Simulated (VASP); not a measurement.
A run of VASP 6.6.1 is set up as follows.

Contents of INCAR:

```
PREC = Accurate
ENCUT = 600
EDIFF = 1E-7
ISMEAR = 0
SIGMA = 0.1
LREAL = F
LASPH = T
NELM = 80
ALGO = Normal
ISIF = 4
LWAVE = F
LCHARG = F
GGA = PE
IBRION = 2
NSW = 50
EDIFFG = -0.01
```

The input KPOINTS:

```
regular mesh
0
Gamma
  18 18 14
```

File POSCAR:

```
TiB2
1.0
    3.0871382752      0.0000000000      0.0000000000
   -1.5435691376      2.6735401714      0.0000000000
    0.0000000000      0.0000000000      3.2962655842
Ti B
1 2
Direct
    0.0000000000      0.0000000000      0.0000000000
    0.3333333333      0.6666666667      0.5000000000
    0.6666666667      0.3333333333      0.5000000000
```

Potentials or basis: VASP PAW PBE potentials, release 64 (Ti_sv, B).

Run with:

```sh
$ cat potpaw_PBE.64/Ti_sv/POTCAR potpaw_PBE.64/B/POTCAR > POTCAR
$ mpirun -np 1 vasp_std > vasp.out
```

Predict the band gap on the k mesh.

zero (bands 9 and 10 overlap by 0.63 eV).

The path:
```tsv
step	energy change (eV)	largest force (eV/Å)	pressure (GPa)	volume (Å³)
1	0.0000	0.0000	-12.99	27.21
2	-0.0004	0.0000	-12.86	27.21
```
